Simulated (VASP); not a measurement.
Input of a VASP 6.6.1 run:

INCAR

```
PREC     = Accurate       # precision mode
ENCUT    = 600            # plane-wave cutoff, eV
EDIFF    = 1E-6           # SCF threshold, eV
ISMEAR   = 0              # smearing method
SIGMA    = 0.2            # smearing width, eV
LREAL    = False          # projectors in reciprocal space
LASPH    = True           # aspherical terms in the spheres
NELM     = 100            # most SCF steps
ALGO     = Normal         # electronic algorithm
ISIF     = 3              # what is computed and relaxed
LWAVE    = False          # write WAVECAR
LCHARG   = False          # write CHGCAR
GGA      = PE             # functional
IBRION   = 2              # ionic algorithm
NSW      = 36             # ionic steps
EDIFFG   = -0.08          # ionic threshold
```

Contents of KPOINTS:

```
Automatic mesh
0
Gamma
  3 3 3
```

Contents of POSCAR:

```
Cd7S
1.0
   -3.6943160800      3.6943160800      3.6943160800
    3.6943160800     -3.6943160800      3.6943160800
    3.6943160800      3.6943160800     -3.6943160800
Cd S
7 1
Direct
    0.0000000000      0.5000000000      0.5000000000
    0.5000000000      0.0000000000      0.5000000000
    0.5000000000      0.5000000000      0.0000000000
    0.3310081500      0.3310081500      0.3310081500
    0.0000000000      0.0000000000      0.6689918500
    0.0000000000      0.6689918500      0.0000000000
    0.6689918500      0.0000000000      0.0000000000
    0.0000000000      0.0000000000      0.0000000000
```

Potentials or basis: VASP PAW PBE potentials, release 64 (Cd, S).

Launch:

```sh
$ cat potpaw_PBE.64/Cd/POTCAR potpaw_PBE.64/S/POTCAR > POTCAR
$ mpirun -np 1 vasp_std > vasp.out
```

**Question.** Estimate the space group after relaxing (to 0.05 Å).

**Answer.** I-43m (No. 217).

**Question.** Predict the relaxed volume.

**Answer.** 23.51 Å³/atom.

Forces on the atoms (eV/Å):
```
Cd   0.000  0.000  0.000
Cd   0.000  0.000  0.000
Cd   0.000  0.000  0.000
Cd  -0.006 -0.006 -0.006
Cd   0.006  0.006 -0.006
Cd   0.006 -0.006  0.006
Cd  -0.006  0.006  0.006
S    0.000  0.000  0.000
```

Caveat: the k points lie up to 0.41 Å⁻¹ apart in the final cell; the relaxation stopped at a loose force limit of 0.08 eV/Å, so its end isn't a converged minimum.
